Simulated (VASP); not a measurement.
A run of VASP 6.6.1:

The input INCAR:

```
SYSTEM = HfC
ALGO     = Normal         ! electronic algorithm
EDIFF    = 1E-6           ! SCF threshold, eV
ENCUT    = 520            ! plane-wave cutoff, eV
GGA      = PE             ! functional
ISIF     = 2              ! what is computed and relaxed
ISMEAR   = 0              ! smearing method
LASPH    = .True.         ! aspherical terms in the spheres
LCHARG   = .False.        ! write CHGCAR
LREAL    = .False.        ! projectors in reciprocal space
LWAVE    = .False.        ! write WAVECAR
NBANDS   = 14             ! bands
NELM     = 80             ! most SCF steps
PREC     = Accurate       ! precision mode
SIGMA    = 0.018000000000000002 ! smearing width, eV
```

KPOINTS

```
k-points
0
Gamma
  10 10 10
  0 0 0
```

File POSCAR:

```
HfC
1.0
    0.0000000000      2.3250000000      2.3250000000
    2.3250000000      0.0000000000      2.3250000000
    2.3250000000      2.3250000000      0.0000000000
Hf C
1 1
Direct
    0.5000000000      0.5000000000      0.5000000000
    0.0000000000      0.0000000000      0.0000000000
```

Potentials or basis: VASP PAW PBE potentials, release 64 (Hf_pv, C).

The run is started by

```sh
$ cat potpaw_PBE.64/Hf_pv/POTCAR potpaw_PBE.64/C/POTCAR > POTCAR
$ mpirun -np 1 vasp_std > vasp.out
```

Hardware: 1 thread of Intel Xeon 8259CL, with other jobs on the host.

Estimate the wall time of this run.

Wall time 12 s on 1 thread of Intel Xeon 8259CL, with other jobs on the host, peak memory 0.15 GiB. Counts: scf iterations 12, k points 47.
